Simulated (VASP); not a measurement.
Here is a VASP 6.6.1 calculation.

File INCAR:

```
PREC     = Accurate       # precision mode
ENCUT    = 520            # plane-wave cutoff, eV
EDIFF    = 1E-6           # SCF threshold, eV
ISMEAR   = 0              # smearing method
SIGMA    = 0.05           # smearing width, eV
LREAL    = False          # projectors in reciprocal space
LASPH    = True           # aspherical terms in the spheres
NELM     = 60             # most SCF steps
ALGO     = Normal         # electronic algorithm
ISIF     = 2              # what is computed and relaxed
LWAVE    = False          # write WAVECAR
LCHARG   = False          # write CHGCAR
GGA      = PS             # functional
NBANDS   = 21             # bands
```

KPOINTS

```
regular mesh
0
Gamma
  15 15 3
```

POSCAR

```
C
1.0
   -2.4589102530      0.0000000000      0.0000000000
   -1.2294551265     -2.1294787447      0.0000000000
   -0.8196367510     -0.7098262482     10.7943044874
C
6
Direct
    0.6388961774      0.6111256882      0.1666229354
    0.8611183997     -0.2777632007      0.8332896020
    0.2500072886      0.1666812438      0.4999562687
    0.5277760448      0.3888854229      0.8333437313
    0.9166649337      0.8333298673      0.5000103980
    0.3055538226      0.2777743118      0.1666770646
```

Potentials or basis: VASP PAW PBE potentials, release 64 (C).

Run with:

```console
$ cat potpaw_PBE.64/C/POTCAR > POTCAR
$ mpirun -np 1 vasp_std > vasp.out
```

(1) Predict the pressure.

(2) What does it give for the largest force?

## Answers

(1) 0.7 GPa.

(2) 0.019 eV/Å.

Caveat: the cell differs from its parent crystal (the part above a cut slid along it); this functional lacks dispersion, which binds layers or chains, so the pressure and a relaxed spacing across them are unreliable; the PAW data sets were made with another functional, which shifts forces and pressure a little.
